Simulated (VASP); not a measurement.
# SrO (Immm) in VASP: a series of runs

Runs on SrO. Level: r2SCAN. Tasks: single point.

Program: VASP 6.6.1. These are calculated values, not measurements. Logs are shortened: lines on timing, memory, paths and dates and some standing lists are left out, and cuts for length are marked.

## 1. The cell of the first run

The structure is orthorhombic, space group Immm (No. 71). Conventional cell: a = 3.607 Å, b = 3.662 Å, c = 5.140 Å, α = 90.00°, β = 90.00°, γ = 90.00°. Within 3.4 Å of Sr (site symmetry mmm) lie 6 O at 2.57 Å. Within 3.4 Å of O (site symmetry mmm) lie 6 Sr at 2.57 Å.

## 2. Single point, r2SCAN (strain +0.0150 x Voigt [0, 0, 0, 0, 1, 0])

Contents of POSCAR:

```
SrO
1.0
    0.0192735000      2.5698000000      2.5698000000
    2.5890735000      0.0000000000      2.5890735000
    2.5698000000      2.5698000000      0.0192735000
Sr O
1 1
Direct
    0.0000000000      0.0000000000      0.0000000000
    0.5000000000      0.5000000000      0.5000000000
```

Contents of INCAR.step1:

```
ALGO = Normal ; EDIFF = 1E-4
ENCUT = 520 ; GGA = PE
ISMEAR = 0 ; LASPH = T
LCHARG = F ; LREAL = F
LWAVE = T ; NBANDS = 15
NELM = 100 ; PREC = Accurate
SIGMA = 0.05
```

Contents of INCAR.step2:

```
ALGO = Normal ; EDIFF = 1E-6
ENCUT = 520 ; ISIF = 2
ISMEAR = 0 ; ISTART = 1
LASPH = T ; LCHARG = F
LMIXTAU = T ; LREAL = F
LWAVE = F ; METAGGA = R2SCAN
NBANDS = 15 ; NELM = 100
PREC = Accurate ; SIGMA = 0.05
```

Contents of KPOINTS:

```
k-points
0
Gamma
  8 8 8
```

Potentials or basis: VASP PAW PBE potentials, release 64 (Sr_sv, O).

On the command line:

```console
$ cat potpaw_PBE.64/Sr_sv/POTCAR potpaw_PBE.64/O/POTCAR > POTCAR
$ cp INCAR.step1 INCAR
$ mpirun -np 1 vasp_std > vasp.out
$ cp INCAR.step2 INCAR
$ mpirun -np 1 vasp_std > vasp.out
```

OUTCAR:

```text
EDIFF = 1E-6
   ENCUT = 520
   ISIF = 2
   ISMEAR = 0
   ISTART = 1
   LASPH = T
   LREAL = F
   METAGGA = R2SCAN
   NELM = 100
   PREC = Accurate

 ion  position               nearest neighbor table
   1  0.000  0.000  0.000-   2 2.57   2 2.57   2 2.57   2 2.57   2 2.57   2 2.57
   2  0.500  0.500  0.500-   1 2.57   1 2.57   1 2.57   1 2.57   1 2.57   1 2.57

  LATTYP: Found a body centered orthorhombic cell.
 ALAT       =     3.6069891675
 B/A-ratio  =     1.0151133501
 C/A-ratio  =     1.4249003147

  Lattice vectors:

 A1 = (   0.0192735000,  -2.5698000000,   2.5698000000)
 A2 = (  -0.0192735000,  -2.5698000000,  -2.5698000000)
 A3 = (   2.5698000000,   2.5698000000,   0.0192735000)

Analysis of symmetry for initial positions (statically):
=====================================================================
 Subroutine PRICEL returns:
 Original cell was already a primitive cell.

 Routine SETGRP: Setting up the symmetry group for a
 body centered orthorhombic supercell.

 Subroutine GETGRP returns: Found  8 space group operations
 (whereof  8 operations were pure point group operations)
 out of a pool of  8 trial point group operations.

The static configuration has the point symmetry D_2h.

Analysis of symmetry for dynamics (positions and initial velocities):
=====================================================================
 Subroutine PRICEL returns:
 Original cell was already a primitive cell.

 Routine SETGRP: Setting up the symmetry group for a
 body centered orthorhombic supercell.

 Subroutine GETGRP returns: Found  8 space group operations
 (whereof  8 operations were pure point group operations)
 out of a pool of  8 trial point group operations.

The dynamic configuration has the point symmetry D_2h.

 Subroutine INISYM returns: Found  8 space group operations
 (whereof  8 operations are pure point group operations),
 and found     1 'primitive' translations

----------------------------------------------------------------------------------------

                                     Primitive cell

  volume of cell :      33.9394

  direct lattice vectors                    reciprocal lattice vectors
     0.019273500  2.569800000  2.569800000    -0.196037955  0.194567671  0.196037955
     2.589073500  0.000000000  2.589073500     0.193119276 -0.194567671  0.193119276
     2.569800000  2.569800000  0.019273500     0.196037955  0.194567671 -0.196037955

  length of vectors
     3.634297119  3.661502858  3.634297119     0.338700957  0.335330714  0.338700957

  position of ions in fractional coordinates (direct lattice)
     0.000000000  0.000000000  0.000000000
     0.500000000  0.500000000  0.500000000

  ion indices of the primitive-cell ions
   primitive index   ion index
                 1           1
                 2           2

----------------------------------------------------------------------------------------

 KPOINTS: k-points

Automatic generation of k-mesh.
 Grid dimensions read from file:
 generate k-points for:    8    8    8

 Generating k-lattice:

  Cartesian coordinates                     Fractional coordinates (reciprocal lattice)
    -0.024504744  0.024320959  0.024504744     0.125000000  0.000000000 -0.000000000
     0.024139910 -0.024320959  0.024139910    -0.000000000  0.125000000 -0.000000000
     0.024504744  0.024320959 -0.024504744     0.000000000  0.000000000  0.125000000

  Length of vectors
     0.042337620  0.041916339  0.042337620

  Shift w.r.t. Gamma in fractional coordinates (k-lattice)
     0.000000000  0.000000000  0.000000000

 Subroutine IBZKPT returns following result:
 ===========================================

 Found     95 irreducible k-points:

 Following reciprocal coordinates:
            Coordinates               Weight
  0.000000  0.000000  0.000000      1.000000
  0.125000  0.000000  0.000000      4.000000
  0.250000  0.000000  0.000000      4.000000
  0.375000  0.000000  0.000000      4.000000
  0.500000  0.000000  0.000000      2.000000
 -0.000000  0.125000 -0.000000      4.000000
[... 16 lines left out ...]
  0.125000  0.375000 -0.000000      8.000000
  0.250000  0.375000 -0.000000      8.000000
 [... further k-points ...]
   k-points           NKPTS =     95   k-points in BZ     NKDIM =     95   number of bands    NBANDS=     15
   number of dos      NEDOS =    301   number of ions     NIONS =      2
   total plane-waves  NPLWV =  21952
   dimension x,y,z NGX =    28 NGY =   28 NGZ =   28
   dimension x,y,z NGXF=    56 NGYF=   56 NGZF=   56
   ions per type =               1   1
   NGX,Y,Z   is equivalent  to a cutoff of  12.81, 12.71, 12.81 a.u.
   NGXF,Y,Z  is equivalent  to a cutoff of  25.62, 25.43, 25.62 a.u.
 SYSTEM =  unknown system
   PREC   = accura    normal or accurate (medium, high low for compatibility)
   ISTART =      1    job   : 0-new  1-cont  2-samecut
   ICHARG =      0    charge: 1-file 2-atom 10-const
   ISPIN  =      1    spin polarized calculation?
   LNONCOLLINEAR =      F non collinear calculations
   LSORBIT =      F    spin-orbit coupling
   LASPH  =      T    aspherical Exc in radial PAW
   ENCUT  =  520.0 eV  38.22 Ry    6.18 a.u.   6.76  6.81  6.76*2*pi/ulx,y,z
   NELM   =    100;   NELMIN=  2; NELMDL=  0     # of ELM steps
   EDIFF  = 0.1E-05   stopping-criterion for ELM
   LREAL  =      F    real-space projection
   EDIFFG = 0.1E-04   stopping-criterion for IOM
   NSW    =      0    number of steps for IOM
   IBRION =     -1    ionic relax: 0-MD 1-quasi-New 2-CG
   NFREE  =      0    steps in history (QN), initial steepest desc. (CG)
   ISIF   =      2    stress and relaxation
   ISYM   =      2    0-nonsym 1-usesym 2-fastsym
   POTIM  = 0.5000    time-step for ionic-motion
   TEBEG  =    0.0;   TEEND  =   0.0 temperature during run
   PSTRESS=    0.0 pullay stress
   NELECT =      16.0000    total number of electrons
   NUPDOWN=      -1.0000    fix difference up-down
   EMIN   =  10.00;   EMAX   =-10.00  energy-range for DOS
   EFERMI =   0.00;   METHOD = LEGACY
   ISMEAR =     0;   SIGMA  =   0.05  broadening in eV -4-tet -1-fermi 0-gaus
   EFERMI_NEDOS =   21; number of points for ismear=-14 and -15
   IALGO  =     38    algorithm
   IMIX   =      4    mixing-type and parameters
     AMIX     =   0.40;   BMIX     =  1.00
     AMIX_MAG =   1.60;   BMIX_MAG =  1.00
  volume/ion in A,a.u.               =      16.97       114.52
  Fermi-wavevector in a.u.,A,eV,Ry     =   1.274130  2.407756 22.087787  1.623407
  Thomas-Fermi vector in A             =   2.406915
   LORBIT       =      0    0 simple, 1 ext, 2 COOP (PROOUT), +10 PAW based schemes
   METAGGA = R2SCAN    functional components
   LHFCALC =     F    Hartree Fock is set to
   AEXX    =    0.0000 exact exchange contribution
   IVDW    =     0    specifies the selected vdW correction
   LEPSILON=     F    determine dielectric tensor
   LRPA    =     F    only Hartree local field effects (RPA)
 non-spin polarized calculation
 Gauss-broadening in eV      SIGMA  =   0.05
  energy-cutoff  :      520.00
  volume of cell :       33.94
 maximum number of plane-waves:       934
   NGX = 13   NGY = 13   NGZ = 13

 number of electron      15.9999997 magnetization

 Free energy of the ion-electron system (eV)
  ---------------------------------------------------
  ext. energy  EPLUGINS =         0.00000000
  ---------------------------------------------------
  free energy    TOTEN  =       -27.05126940 eV

  energy without entropy =      -27.05126940  energy(sigma->0) =      -27.05126940

 E-fermi :   1.7327     XC(G=0): -10.5937

 val. band max:        1.3659750521   @ k =   0.0000   0.0000   0.0000
 cond. band min:       5.0900126724   @ k =   0.5000   0.0000   0.5000
 fundamental gap:      3.7240376203
 Fermi energy:         1.7326618841

 k-point     1 :       0.0000    0.0000    0.0000
  band No.  band energies     occupation
      1     -32.1188      2.00000
      2     -14.6807      2.00000
      3     -13.1430      2.00000
      4     -13.1404      2.00000
      5     -13.1372      2.00000
      6       1.3336      2.00000
      7       1.3489      2.00000
      8       1.3660      2.00000
      9       6.0177      0.00000
     10       8.0355      0.00000
     11       8.1285      0.00000
     12       8.2246      0.00000
     13      10.4557      0.00000
     14      10.4562      0.00000
     15      14.6573      0.00000

 k-point     2 :       0.1250    0.0000    0.0000
  band No.  band energies     occupation
      1     -32.0980      2.00000
      2     -14.9684      2.00000
      3     -13.1542      2.00000
      4     -13.1523      2.00000
      5     -12.9022      2.00000
      6       0.9324      2.00000
      7       1.1338      2.00000
      8       1.1600      2.00000
      9       6.7081      0.00000
     10       8.0065      0.00000
     11       8.3528      0.00000
     12       8.4832      0.00000
     13      10.8702      0.00000
     14      10.8705      0.00000
     15      15.7114      0.00000

 k-point     3 :       0.2500    0.0000    0.0000
  band No.  band energies     occupation
      1     -32.0474      2.00000
      2     -15.4825      2.00000
      3     -13.1834      2.00000
      4     -13.1807      2.00000
      5     -12.5137      2.00000
      6       0.1235      2.00000
      7       0.6996      2.00000
      8       0.7365      2.00000
      9       7.9168      0.00000
     10       8.2512      0.00000
     11       9.2165      0.00000
     12       9.3567      0.00000
     13      11.9073      0.00000
     14      11.9087      0.00000
     15      17.7989      0.00000
[... 343 lines left out ...]
 k-point    23 :       0.1250    0.3750   -0.0000
  band No.  band energies     occupation
      1     -32.0053      2.00000
      2     -15.7090      2.00000
      3     -13.2696      2.00000
      4     -13.2641      2.00000
      5     -12.3911      2.00000
      6      -0.2497      2.00000
      7       0.5212      2.00000
      8       0.6919      2.00000
      9       7.5136      0.00000
     10       9.0258      0.00000
     11      10.4557      0.00000
     12      10.5979      0.00000
     13      12.5393      0.00000
     14      13.1212      0.00000
     15      17.9104      0.00000

 k-point    24 :       0.2500    0.3750   -0.0000
  band No.  band energies     occupation
      1     -31.9897      2.00000
      2     -15.4036      2.00000
      3     -13.4224      2.00000
      4     -13.3694      2.00000
      5     -12.8181      2.00000
      6       0.1093      2.00000
      7       0.9579      2.00000
      8       1.0590      2.00000
      9       6.1588      0.00000
     10       8.9671      0.00000
     11      11.1156      0.00000
     12      11.2877      0.00000
     13      12.0510      0.00000
     14      13.0869      0.00000
     15      18.3323      0.00000

 [... further k-points ...]
[... 5 lines left out ...]
  --------------------------------------------------------------------------------------
  -------------------------------------------------------------------------------------
  Total        0.3579151      0.3546606      0.3579151      0.0000000      0.0000000     -0.1754830
  in kB       16.8961209     16.7424866     16.8961209      0.0000000      0.0000000     -8.2840384
  external PRESSURE =      16.8449095 kB  Pullay stress =       0.0000000 kB

 VOLUME and BASIS-vectors are now :
 -----------------------------------------------------------------------------
  energy-cutoff  :      520.00
  volume of cell :       33.94
      direct lattice vectors                 reciprocal lattice vectors
     0.019273500  2.569800000  2.569800000    -0.196037955  0.194567671  0.196037955
     2.589073500  0.000000000  2.589073500     0.193119276 -0.194567671  0.193119276
     2.569800000  2.569800000  0.019273500     0.196037955  0.194567671 -0.196037955

 POSITION                                       TOTAL-FORCE (eV/Angst)
 -----------------------------------------------------------------------------------
      0.00000      0.00000      0.00000        -0.000000      0.000000      0.000000
      2.58907      2.56980      2.58907         0.000000     -0.000000     -0.000000
 -----------------------------------------------------------------------------------
    total drift:                                0.000000      0.000000      0.000000

  FREE ENERGIE OF THE ION-ELECTRON SYSTEM (eV)
  ---------------------------------------------------
  free  energy   TOTEN  =       -27.0512694037 eV

  energy  without entropy=      -27.0512694037  energy(sigma->0) =      -27.05126940
```

Wall time 3 min (1 thread of Intel Xeon Platinum 8259CL at 2.50GHz (Skylake/Cascade Lake), shared host); peak memory 0.2 GiB.

What came out:

- Free energy: -27.0513 eV
- Pressure: 1.7 GPa
- Band gap on the k mesh: 3.72 eV, indirect (least direct gap 3.81 eV)

Stress tensor (GPa, compression positive):
```
 1.69  0.00 -0.83
 0.00  1.67  0.00
-0.83  0.00  1.69
```

Caveat: the cell differs from its parent crystal (strain +0.0150 x Voigt [0, 0, 0, 0, 1, 0]); the PAW data sets were made with another functional, which shifts forces and pressure a little. A k mesh can miss the band edges.

## 3. Single point, r2SCAN (strain +0.0050 x Voigt [0, 0, 0, 0, 1, 0])

Contents of POSCAR:

```
SrO
1.0
    0.0064245000      2.5698000000      2.5698000000
    2.5762245000      0.0000000000      2.5762245000
    2.5698000000      2.5698000000      0.0064245000
Sr O
1 1
Direct
    0.0000000000      0.0000000000      0.0000000000
    0.5000000000      0.5000000000      0.5000000000
```

Contents of INCAR.step1:

```
PREC     = Accurate       # precision mode
ENCUT    = 520            # plane-wave cutoff, eV
ISMEAR   = 0              # smearing method
SIGMA    = 0.05           # smearing width, eV
LREAL    = False          # projectors in reciprocal space
LASPH    = True           # aspherical terms in the spheres
NELM     = 80             # most SCF steps
NBANDS   = 15             # bands
GGA      = PE             # functional
ALGO     = Normal         # electronic algorithm
EDIFF    = 1E-4           # SCF threshold, eV
LWAVE    = True           # write WAVECAR
LCHARG   = False          # write CHGCAR
```

Contents of INCAR.step2:

```
PREC     = Accurate       # precision mode
ENCUT    = 520            # plane-wave cutoff, eV
EDIFF    = 1E-7           # SCF threshold, eV
ISMEAR   = 0              # smearing method
SIGMA    = 0.05           # smearing width, eV
LREAL    = False          # projectors in reciprocal space
LASPH    = True           # aspherical terms in the spheres
NELM     = 80             # most SCF steps
ALGO     = Normal         # electronic algorithm
ISIF     = 2              # what is computed and relaxed
LWAVE    = False          # write WAVECAR
LCHARG   = False          # write CHGCAR
METAGGA  = R2SCAN         # meta-GGA
LMIXTAU  = True         
NBANDS   = 15             # bands
ISTART   = 1
```

Contents of KPOINTS:

```
Automatic mesh
0
Gamma
  8 8 8
```

Potentials or basis: VASP PAW PBE potentials, release 64 (Sr_sv, O).

On the command line:

```console
$ cat potpaw_PBE.64/Sr_sv/POTCAR potpaw_PBE.64/O/POTCAR > POTCAR
$ cp INCAR.step1 INCAR
$ mpirun -np 1 vasp_std > vasp.out
$ cp INCAR.step2 INCAR
$ mpirun -np 1 vasp_std > vasp.out
```

Wall time 3.2 min (1 thread of Intel Xeon Platinum 8259CL at 2.50GHz (Skylake/Cascade Lake), shared host); peak memory 0.2 GiB.

It converged, with:

- Free energy: -27.0525 eV
- Pressure: 1.7 GPa
- Band gap on the k mesh: 3.74 eV, indirect (least direct gap 3.82 eV)

Stress tensor (GPa, compression positive):
```
 1.69  0.00 -0.28
 0.00  1.69  0.00
-0.28  0.00  1.69
```

Levels at points of the mesh, in eV from the valence-band top:
```
           k point  band 5  band 6  band 7  band 8  band 9  band 10  band 11  band 12
(0.00, 0.00, 0.00)  -14.49   -0.01   -0.01    0.00    4.66     6.74     6.78     6.81
(0.50, 0.00, 0.00)  -13.48   -2.13   -1.15   -1.14    7.12     9.09     9.47     9.52
(0.00, 0.50, 0.00)  -13.47   -2.12   -1.14   -1.12    7.11     9.08     9.45     9.50
(0.50, 0.50, 0.00)  -14.86   -0.43   -0.09   -0.09    3.74     8.53    10.92    11.12
(0.50, 0.00, 0.50)  -14.85   -0.43   -0.10   -0.08    3.74     8.53    10.93    11.12
```

Caveat: the cell differs from its parent crystal (strain +0.0050 x Voigt [0, 0, 0, 0, 1, 0]); the PAW data sets were made with another functional, which shifts forces and pressure a little. A k mesh can miss the band edges.
